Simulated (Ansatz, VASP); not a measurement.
**One calculation of CsH2, two programs**

```xyz
3
Lattice="-2.6461 2.6461 4.5932 2.6461 -2.6461 4.5932 2.6461 2.6461 -4.5932" Properties=species:S:1:pos:R:3 pbc="T T T"
Cs    0.0000    0.0000    0.0000
H     0.0000    0.0000    4.9750
H     0.0000    0.0000    4.2114
```

Change from the starting cell: species swapped into the Mg2Rh type (I4/mmm, No. 139).

Alike in both runs: task relaxation of cell and atoms; functional PBE; k mesh 12 × 12 × 12; occupations gaussian, width 0.1 eV; no spin polarisation.

|  | VASP | Ansatz |
| --- | --- | --- |
| version | VASP 6.6.1 | Ansatz 0.2.0 |
| potentials or method | VASP PAW PBE potentials, release 64 (Cs_sv, H), cutoff 600 eV | scalar-relativistic, plane waves, PAW |
| valence electrons in the cell | 11 | 11 |

```tsv
	VASP	Ansatz	Ansatz less VASP
gap on the k mesh at the Fermi level, each at its own relaxed structure (eV)	none	none	-
relaxed volume (Å³/atom)	42.88	42.88	+0.006
relaxed length of the cell vector where the two differ most in proportion (Å)	5.924	5.925	+0.0005
```

A gap of «none» marks a metal or a gap that the smearing closes.

Spin-orbit coupling is off throughout.
